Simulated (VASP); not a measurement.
# CuO (P1) in VASP: a series of runs

Aim: see how the results for CuO move with the level of theory and the settings. Levels: PBE, LDA+U, PBEsol, BLYP. Tasks: relaxation of cell and atoms, single point.

Everything below comes from runs of VASP 6.6.1. Logs are shortened: lines on timing, memory, paths and dates and some standing lists are left out, and cuts for length are marked.

### Step 1. The cell of the first run

The typed cell holds 2 atoms: a = 2.993 Å, b = 2.993 Å, c = 2.993 Å, α = 60.00°, β = 60.00°, γ = 60.00°.

### Step 2. Relaxation of cell and atoms, PBE

Input file INCAR:

```
  PREC = Accurate
  ENCUT = 600
  EDIFF = 1E-6
  ISMEAR = -1
  SIGMA = 0.05
  LREAL = F
  LASPH = T
  NELM = 100
  ALGO = Normal
  ISIF = 3
  LWAVE = F
  LCHARG = F
  GGA = PE
  IBRION = 2
  NSW = 60
  EDIFFG = -0.01
```

Input file KPOINTS:

```
Automatic mesh
0
Gamma
  11 11 11
```

Input file POSCAR:

```
CuO
1.0
    0.0000000000      2.1165600000      2.1165600000
    2.1165600000      0.0000000000      2.1165600000
    2.1165600000      2.1165600000      0.0000000000
Cu O
1 1
Direct
    0.0294977200      0.0281008700      0.9080259900
    0.4705022800      0.4718991300      0.5919740100
```

Potentials or basis: VASP PAW PBE potentials, release 64 (Cu, O).

On the command line:

```
$ cat potpaw_PBE.64/Cu/POTCAR potpaw_PBE.64/O/POTCAR > POTCAR
$ mpirun -np 1 vasp_std > vasp.out
```

OUTCAR:

```text
PREC = Accurate
   ENCUT = 600
   EDIFF = 1E-6
   ISMEAR = -1
   LREAL = F
   LASPH = T
   NELM = 100
   ISIF = 3
   GGA = PE
   IBRION = 2
   NSW = 60
   EDIFFG = -0.01

 ion  position               nearest neighbor table
   1  0.029  0.028  0.908-   2 1.88   2 1.89   2 1.91
   2  0.471  0.472  0.592-   1 1.88   1 1.89   1 1.91

  LATTYP: Found a face centered cubic cell.
 ALAT       =     4.2331200000

  Lattice vectors:

 A1 = (   0.0000000000,   2.1165600000,   2.1165600000)
 A2 = (   2.1165600000,   0.0000000000,   2.1165600000)
 A3 = (   2.1165600000,   2.1165600000,   0.0000000000)

Analysis of symmetry for initial positions (statically):
=====================================================================
 Subroutine PRICEL returns:
 Original cell was already a primitive cell.

 Routine SETGRP: Setting up the symmetry group for a
 face centered cubic supercell.

 Subroutine GETGRP returns: Found  1 space group operations
 (whereof  1 operations were pure point group operations)
 out of a pool of 48 trial point group operations.

The static configuration has the point symmetry C_1 .

Analysis of symmetry for dynamics (positions and initial velocities):
=====================================================================
 Subroutine PRICEL returns:
 Original cell was already a primitive cell.

 Routine SETGRP: Setting up the symmetry group for a
 face centered cubic supercell.

 Subroutine GETGRP returns: Found  1 space group operations
 (whereof  1 operations were pure point group operations)
 out of a pool of 48 trial point group operations.

The dynamic configuration has the point symmetry C_1 .

 Subroutine INISYM returns: Found  1 space group operations
 (whereof  1 operations are pure point group operations),
 and found     1 'primitive' translations

----------------------------------------------------------------------------------------

                                     Primitive cell

  volume of cell :      18.9636

  direct lattice vectors                    reciprocal lattice vectors
     0.000000000  2.116560000  2.116560000    -0.236232377  0.236232377  0.236232377
     2.116560000  0.000000000  2.116560000     0.236232377 -0.236232377  0.236232377
     2.116560000  2.116560000  0.000000000     0.236232377  0.236232377 -0.236232377

  length of vectors
     2.993267858  2.993267858  2.993267858     0.409166479  0.409166479  0.409166479

  position of ions in fractional coordinates (direct lattice)
     0.029497720  0.028100870  0.908025990
     0.470502280  0.471899130  0.591974010

  ion indices of the primitive-cell ions
   primitive index   ion index
                 1           1
                 2           2

----------------------------------------------------------------------------------------

 KPOINTS: Automatic mesh

Automatic generation of k-mesh.
 Grid dimensions read from file:
 generate k-points for:   11   11   11

 Generating k-lattice:

  Cartesian coordinates                     Fractional coordinates (reciprocal lattice)
    -0.021475671  0.021475671  0.021475671     0.090909091  0.000000000  0.000000000
     0.021475671 -0.021475671  0.021475671     0.000000000  0.090909091  0.000000000
     0.021475671  0.021475671 -0.021475671     0.000000000  0.000000000  0.090909091

  Length of vectors
     0.037196953  0.037196953  0.037196953

  Shift w.r.t. Gamma in fractional coordinates (k-lattice)
     0.000000000  0.000000000  0.000000000

 Subroutine IBZKPT returns following result:
 ===========================================

 Found    666 irreducible k-points:

 Following reciprocal coordinates:
            Coordinates               Weight
  0.000000  0.000000  0.000000      1.000000
  0.090909  0.000000  0.000000      2.000000
  0.000000  0.090909  0.000000      2.000000
  0.000000  0.000000  0.090909      2.000000
  0.090909  0.090909  0.090909      2.000000
  0.181818  0.000000  0.000000      2.000000
[... 16 lines left out ...]
  0.000000  0.090909  0.090909      2.000000
  0.090909  0.000000  0.090909      2.000000
 [... further k-points ...]
   k-points           NKPTS =    666   k-points in BZ     NKDIM =    666   number of bands    NBANDS=     12
   number of dos      NEDOS =    301   number of ions     NIONS =      2
   total plane-waves  NPLWV =  13824
   dimension x,y,z NGX =    24 NGY =   24 NGZ =   24
   dimension x,y,z NGXF=    48 NGYF=   48 NGZF=   48
   ions per type =               1   1
   NGX,Y,Z   is equivalent  to a cutoff of  13.33, 13.33, 13.33 a.u.
   NGXF,Y,Z  is equivalent  to a cutoff of  26.66, 26.66, 26.66 a.u.
 SYSTEM =  unknown system
   PREC   = accura    normal or accurate (medium, high low for compatibility)
   ISTART =      0    job   : 0-new  1-cont  2-samecut
   ICHARG =      2    charge: 1-file 2-atom 10-const
   ISPIN  =      1    spin polarized calculation?
   LNONCOLLINEAR =      F non collinear calculations
   LSORBIT =      F    spin-orbit coupling
   LASPH  =      T    aspherical Exc in radial PAW
   ENCUT  =  600.0 eV  44.10 Ry    6.64 a.u.   5.98  5.98  5.98*2*pi/ulx,y,z
   NELM   =    100;   NELMIN=  2; NELMDL= -5     # of ELM steps
   EDIFF  = 0.1E-05   stopping-criterion for ELM
   LREAL  =      F    real-space projection
   EDIFFG = -.1E-01   stopping-criterion for IOM
   NSW    =     60    number of steps for IOM
   IBRION =      2    ionic relax: 0-MD 1-quasi-New 2-CG
   NFREE  =      1    steps in history (QN), initial steepest desc. (CG)
   ISIF   =      3    stress and relaxation
   ISYM   =      2    0-nonsym 1-usesym 2-fastsym
   POTIM  = 0.5000    time-step for ionic-motion
   TEBEG  =    0.0;   TEEND  =   0.0 temperature during run
   PSTRESS=    0.0 pullay stress
   NELECT =      17.0000    total number of electrons
   NUPDOWN=      -1.0000    fix difference up-down
   EMIN   =  10.00;   EMAX   =-10.00  energy-range for DOS
   EFERMI =   0.00;   METHOD = LEGACY
   ISMEAR =    -1;   SIGMA  =   0.05  broadening in eV -4-tet -1-fermi 0-gaus
   EFERMI_NEDOS =   21; number of points for ismear=-14 and -15
   IALGO  =     38    algorithm
   IMIX   =      4    mixing-type and parameters
     AMIX     =   0.40;   BMIX     =  1.00
     AMIX_MAG =   1.60;   BMIX_MAG =  1.00
  volume/ion in A,a.u.               =       9.48        63.99
  Fermi-wavevector in a.u.,A,eV,Ry     =   1.578522  2.982973 33.902055  2.491731
  Thomas-Fermi vector in A             =   2.679040
   LORBIT       =      0    0 simple, 1 ext, 2 COOP (PROOUT), +10 PAW based schemes
   GGA     = PE    functional components
   LHFCALC =     F    Hartree Fock is set to
   AEXX    =    0.0000 exact exchange contribution
   IVDW    =     0    specifies the selected vdW correction
   LEPSILON=     F    determine dielectric tensor
   LRPA    =     F    only Hartree local field effects (RPA)
 conjugate gradient relaxation of ions
 non-spin polarized calculation
  energy-cutoff  :      600.00
  volume of cell :       18.96
 maximum number of plane-waves:       642
   NGX = 11   NGY = 11   NGZ = 11

--------------------------------------- Ionic step        1  -------------------------------------------

 number of electron      17.0000002 magnetization

 Free energy of the ion-electron system (eV)
  ---------------------------------------------------
  ext. energy  EPLUGINS =         0.00000000
  ---------------------------------------------------
  free energy    TOTEN  =        -9.11699008 eV

  energy without entropy =       -9.09617079  energy(sigma->0) =       -9.10658044

------------------------ aborting loop because EDIFF is reached ----------------------------------------

  FORCE on cell =-STRESS in cart. coord.  units (eV):
  Direction    XX          YY          ZZ          XY          YZ          ZX
  --------------------------------------------------------------------------------------
  -------------------------------------------------------------------------------------
  Total        2.4288210      2.3234683      1.9882529     -0.5422962      0.4274374      0.4519426
  in kB      205.2032993    196.3023890    167.9811108    -45.8168649     36.1128142     38.1831836
  external PRESSURE =     189.8289330 kB  Pullay stress =       0.0000000 kB
[... 89 lines left out ...]
  FREE ENERGIE OF THE ION-ELECTRON SYSTEM (eV)
  ---------------------------------------------------
  free  energy   TOTEN  =        -9.2611068939 eV

  energy  without entropy=       -9.2361341273  energy(sigma->0) =       -9.24862051

[... ionic steps 4 to 19 ...]

--------------------------------------- Ionic step       20  -------------------------------------------

 number of electron      17.0000012 magnetization

------------------------ aborting loop because EDIFF is reached ----------------------------------------

  FORCE on cell =-STRESS in cart. coord.  units (eV):
  Direction    XX          YY          ZZ          XY          YZ          ZX
  --------------------------------------------------------------------------------------
  -------------------------------------------------------------------------------------
  Total       -0.0075939     -0.0005949      0.0097323     -0.0011286     -0.0003726     -0.0000583
  in kB       -0.6357827     -0.0498069      0.8148139     -0.0944889     -0.0311971     -0.0048808
  external PRESSURE =       0.0430748 kB  Pullay stress =       0.0000000 kB
[... 57 lines left out ...]
  energy  without entropy=       -9.5286292096  energy(sigma->0) =       -9.53511543

--------------------------------------- Ionic step       22  -------------------------------------------

 number of electron      17.0000012 magnetization

 Free energy of the ion-electron system (eV)
  ---------------------------------------------------
  ext. energy  EPLUGINS =         0.00000000
  ---------------------------------------------------
  free energy    TOTEN  =        -9.54161627 eV

  energy without entropy =       -9.52865393  energy(sigma->0) =       -9.53513510

 E-fermi :   6.0602     XC(G=0): -12.3749

 val. band max:        6.0239766124   @ k =   0.0000   0.0000   0.2727
 cond. band min:       6.1153000536   @ k =   0.3636  -0.2727   0.0909
 fundamental gap:      0.0913234412
 Fermi energy:         6.0602143416

 k-point     1 :       0.0000    0.0000    0.0000
  band No.  band energies     occupation
      1     -13.3870      2.00000
      2       3.6586      2.00000
      3       3.6598      2.00000
      4       3.6625      2.00000
      5       3.7619      2.00000
      6       3.7641      2.00000
      7       3.7703      2.00000
      8       3.9132      2.00000
      9       3.9134      2.00000
     10       7.4917      0.00000
     11      24.2577      0.00000
     12      24.7173      0.00000
[... 331 lines left out ...]
 k-point    24 :       0.0909    0.0000    0.0909
  band No.  band energies     occupation
      1     -13.2731      2.00000
      2       2.4156      2.00000
      3       3.2061      2.00000
      4       3.2109      2.00000
      5       3.6054      2.00000
      6       3.9363      2.00000
      7       4.2062      2.00000
      8       4.2098      2.00000
      9       4.6884      2.00000
     10       8.3473      0.00000
     11      22.2120      0.00000
     12      23.7297      0.00000

 [... further k-points ...]
[... 5 lines left out ...]
  --------------------------------------------------------------------------------------
  -------------------------------------------------------------------------------------
  Total        0.0084014      0.0103790      0.0104848      0.0031119     -0.0047072     -0.0043734
  in kB        0.7038602      0.8695460      0.8784098      0.2607095     -0.3943662     -0.3664003
  external PRESSURE =       0.8172720 kB  Pullay stress =       0.0000000 kB
[... 17 lines left out ...]
  FREE ENERGIE OF THE ION-ELECTRON SYSTEM (eV)
  ---------------------------------------------------
  free  energy   TOTEN  =        -9.5416162677 eV

  energy  without entropy=       -9.5286539348  energy(sigma->0) =       -9.53513510

 reached required accuracy - stopping structural energy minimisation
```

It took 26 min on 1 thread of AMD EPYC 7R13 (Zen 3), shared host; peak memory 0.32 GiB.

What came out:

```
Free energy                           : -9.5416 eV
Relaxed volume                        : 9.56 Å³/atom
Relaxed cell                          : a = 3.002 Å, b = 3.003 Å, c = 3.001 Å, α = 59.96°, β = 59.98°, γ = 60.00°
Space group after relaxing (to 0.1 Å) : Fm-3m (No. 225)
Energy gained by relaxing             : 212.3 meV/atom
Ionic steps                           : 22
Pressure after relaxing               : 0.1 GPa
Band gap on the k mesh                : zero (an odd number of electrons rules out a gap without spin polarisation)
```

Step by step:
```
step  energy change (eV)  largest force (eV/Å)  pressure (GPa)  volume (Å³)
   1              0.0000                1.0211           18.98        18.96
   2             -0.0998                0.4069          -11.70        22.21
   3             -0.1441                0.5885           -3.11        20.92
   4             -0.1941                0.7902           -4.03        20.66
   5             -0.3528                0.5900           -4.59        19.88
   6             -0.2326                1.1448           11.81        18.35
   7             -0.3949                0.2131           -2.35        19.40
   8             -0.3976                0.0305           -1.05        19.24
   9             -0.3978                0.0632           -1.35        19.27
  10             -0.4083                0.1788            4.26        18.71
  11             -0.4095                0.1165            2.82        18.84
  12             -0.4213                0.1436           -0.30        19.18
  13             -0.4215                0.1492           -0.86        19.24
  14             -0.4241                0.0519            0.32        19.11
  15             -0.4242                0.0384            0.43        19.09
  16             -0.4244                0.0062           -0.41        19.18
  17             -0.4244                0.0089           -0.26        19.16
  18             -0.4245                0.0126            0.00        19.13
  19             -0.4246                0.0176            0.11        19.12
  20             -0.4246                0.0138            0.00        19.14
  21             -0.4246                0.0119           -0.08        19.14
  22             -0.4246                0.0010            0.08        19.12
```

Final structure:
```cif
data_structure
_symmetry_space_group_name_H-M 'P 1'
_symmetry_Int_Tables_number 1
_cell_length_a 3.0025
_cell_length_b 3.0030
_cell_length_c 3.0011
_cell_angle_alpha 59.956
_cell_angle_beta 59.976
_cell_angle_gamma 60.000
_cell_volume 19.12
loop_
_atom_site_label
_atom_site_type_symbol
_atom_site_fract_x
_atom_site_fract_y
_atom_site_fract_z
_atom_site_occupancy
Cu1 Cu 0.00000 0.99997 0.00001 1
O1 O 0.50000 0.50003 0.49999 1
```

Caveat: an odd number of electrons without spin polarisation forces a metal; a magnetic or distorted state may lie lower; semilocal functionals often make such compounds metallic where correlation or magnetic order opens a gap, which also shifts bond lengths. With open d or f shells a metallic result of PBE can be an artefact of self-interaction; +U or a hybrid may open a gap.

[end of part 1 of 2]
